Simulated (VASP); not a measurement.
Input of a VASP 6.6.1 run:

The input INCAR:

```
SYSTEM = BaTe
PREC     = Accurate       ! precision mode
ENCUT    = 500            ! plane-wave cutoff, eV
EDIFF    = 1E-6           ! SCF threshold, eV
ISMEAR   = 0              ! smearing method
SIGMA    = 0.1            ! smearing width, eV
LREAL    = .FALSE.        ! projectors in reciprocal space
LASPH    = .TRUE.         ! aspherical terms in the spheres
NELM     = 120            ! most SCF steps
ALGO     = Normal         ! electronic algorithm
ISIF     = 2              ! what is computed and relaxed
LWAVE    = .FALSE.        ! write WAVECAR
LCHARG   = .FALSE.        ! write CHGCAR
GGA      = PS             ! functional
NBANDS   = 15             ! bands
GGA_COMPAT= .FALSE.
```

The input KPOINTS:

```
regular mesh
0
G
  6 6 6
  0 0 0
```

Contents of POSCAR:

```
BaTe
1.0
    0.0000000000      3.3225186066      3.3225186066
    3.3225186066      0.0000000000      3.3225186066
    3.3225186066      3.3225186066      0.0000000000
Ba Te
1 1
Direct
    0.0000000000      0.0000000000      0.0000000000
    0.5000000000      0.5000000000      0.5000000000
```

Potentials or basis: VASP PAW PBE potentials, release 64 (Ba_sv, Te).

The run is started by

```sh
$ cat potpaw_PBE.64/Ba_sv/POTCAR potpaw_PBE.64/Te/POTCAR > POTCAR
$ mpirun -np 1 vasp_std > vasp.out
```

(1) Predict the band gap on the k mesh.

(2) Estimate the pressure.

Answers

(1) 1.01 eV (least direct gap 1.37 eV).

(2) 6.2 GPa.

Caveat: the cell differs from its parent crystal (S replaced by Te, lengths x 1.062, strained); the cell stands under pressure; the PAW data sets were made with another functional, which shifts forces and pressure a little; spin-orbit coupling is left out, which moves the levels of the heavy elements.
